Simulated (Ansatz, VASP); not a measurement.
**Two plane-wave programs on Al2O3**

The input INCAR:

```
PREC     = Accurate       # precision mode
ENCUT    = 520            # plane-wave cutoff, eV
EDIFF    = 1E-6           # SCF threshold, eV
ISMEAR   = 0              # smearing method
SIGMA    = 0.05           # smearing width, eV
LREAL    = False          # projectors in reciprocal space
LASPH    = True           # aspherical terms in the spheres
NELM     = 60             # most SCF steps
ALGO     = Normal         # electronic algorithm
ISIF     = 2              # what is computed and relaxed
LWAVE    = False          # write WAVECAR
LCHARG   = False          # write CHGCAR
GGA      = PE             # functional
NBANDS   = 35             # bands
```

KPOINTS

```
Automatic mesh
0
Gamma
  6 6 6
```

The input POSCAR:

```
Al2O3
1.0
    2.4594265730      1.4199505939      4.8478576988
   -2.4594265730      1.4199505939      4.8478576988
    0.0000000000     -2.8399011879      4.8478576988
Al O
4 6
Direct
    0.8521293568      0.8521293568      0.8521293568
    0.6478706432      0.6478706432      0.6478706432
    0.1478706432      0.1478706432      0.1478706432
    0.3521293568      0.3521293568      0.3521293568
    0.0561574040      0.4438425960      0.7500000000
    0.7500000000      0.0561574040      0.4438425960
    0.4438425960      0.7500000000      0.0561574040
    0.9438425960      0.5561574040      0.2500000000
    0.2500000000      0.9438425960      0.5561574040
    0.5561574040      0.2500000000      0.9438425960
```

Input for Ansatz:

```yaml
crystal:
  lattice:
    - [2.459426573, 1.4199505939, 4.8478576988]
    - [-2.459426573, 1.4199505939, 4.8478576988]
    - [0.0, -2.8399011879, 4.8478576988]
  atoms:
    - { symbol: Al, position: [0.8521293568, 0.8521293568, 0.8521293568] }
    - { symbol: Al, position: [0.6478706432, 0.6478706432, 0.6478706432] }
    - { symbol: Al, position: [0.1478706432, 0.1478706432, 0.1478706432] }
    - { symbol: Al, position: [0.3521293568, 0.3521293568, 0.3521293568] }
    - { symbol: O, position: [0.056157404, 0.443842596, 0.75] }
    - { symbol: O, position: [0.75, 0.056157404, 0.443842596] }
    - { symbol: O, position: [0.443842596, 0.75, 0.056157404] }
    - { symbol: O, position: [0.943842596, 0.556157404, 0.25] }
    - { symbol: O, position: [0.25, 0.943842596, 0.556157404] }
    - { symbol: O, position: [0.556157404, 0.25, 0.943842596] }
basis:
  ecutwfc: 520.0
kpoints:
  mp_grid: { grid: [6, 6, 6] }
hamiltonian:
  xc: pbe
  pseudopotentials: { kind: paw, azcp: { folder: soft_1 } }
scf:
  occupations: { method: gaussian, width: 0.05 }
output:
  forces: true
  stress: true
  eigenvalues: true
```

Alike in both runs: task single point; functional PBE; k mesh 6 × 6 × 6; occupations gaussian, width 0.05 eV; no spin polarisation.

|  | VASP | Ansatz |
| --- | --- | --- |
| version | VASP 6.6.1 | Ansatz 0.2.0 |
| potentials or method | VASP PAW PBE potentials, release 64 (Al, O), cutoff 520 eV | scalar-relativistic, plane waves, PAW |
| valence electrons in the cell | 48 | 48 |

```csv
,VASP,Ansatz,Ansatz less VASP
gap on the k mesh at the Fermi level (eV),3.79,3.81,+0.013
least direct gap on the mesh (eV),3.79,3.81,+0.013
pressure (GPa),-24.5,-24.4,+0.06
"traceless stress, the component that is largest in VASP (GPa)",-16.14,-16.10,+0.035
rms of the force components (eV/Å),0.056,0.058,+0.0017
```

Atom by atom the forces differ by 0.003 eV/Å (rms over components). With one functional, cell and mesh, what is left measures potentials, basis and numerics.
